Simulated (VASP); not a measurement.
**SnS2: single point with HSE06**

The system is SnS2.

```
CELL_PARAMETERS angstrom
3.66075 0.00000 0.00000
-1.83038 3.17031 0.00000
0.00000 0.00000 5.96178
ATOMIC_POSITIONS crystal
Sn 0.00000 0.00000 0.00000
S 0.33333 0.66667 0.24559
S 0.66667 0.33333 0.75441
```

| Quantity | Value |
| --- | --- |
| Program | VASP 6.6.1 |
| Task | single point |
| Functional | HSE06 |
| Potentials or basis | VASP PAW PBE potentials, release 64 (Sn_d, S) |
| Cutoff | 400 eV |
| k mesh | 6 × 6 × 4 |
| Occupations | gaussian, width 0.01 eV |
| Spin | no spin polarisation |

```
Pressure               : -0.3 GPa
Largest force          : 0.272 eV/Å
Band gap on the k mesh : 2.40 eV (least direct gap 2.76 eV)
```

Forces on the atoms (eV/Å):
```
Sn   0.000  0.000  0.000
S    0.000  0.000 -0.272
S    0.000  0.000  0.272
```

Levels at points of the mesh, in eV from the valence-band top:
```
           k point  band 9  band 10  band 11  band 12  band 13  band 14  band 15  band 16  band 17  band 18
(0.00, 0.00, 0.00)   -0.60    -0.60    -0.26    -0.26     0.00     2.96     4.67     6.59     6.59    10.09
(0.50, 0.00, 0.00)   -4.64    -2.81    -2.65    -0.92    -0.21     2.59     5.59     7.08     7.43     8.95
(0.00, 0.00, 0.50)   -1.90    -0.68    -0.68    -0.14    -0.14     4.08     4.74     6.34     6.34    10.18
(0.50, 0.00, 0.50)   -5.07    -2.50    -1.91    -0.68    -0.53     2.42     5.80     6.77     7.48     8.25
```

Run time: 32 min on 4 MPI ranks on AMD EPYC 7571, with other jobs on the host, peak memory 0.25 GiB a rank.

Caveat: the PAW data sets were made with another functional, which shifts forces and pressure a little; spin-orbit coupling is left out, which moves the levels of the heavy elements; this functional lacks dispersion, which binds layers or chains, so the pressure and a relaxed spacing across them are unreliable. A k mesh can miss the band edges.
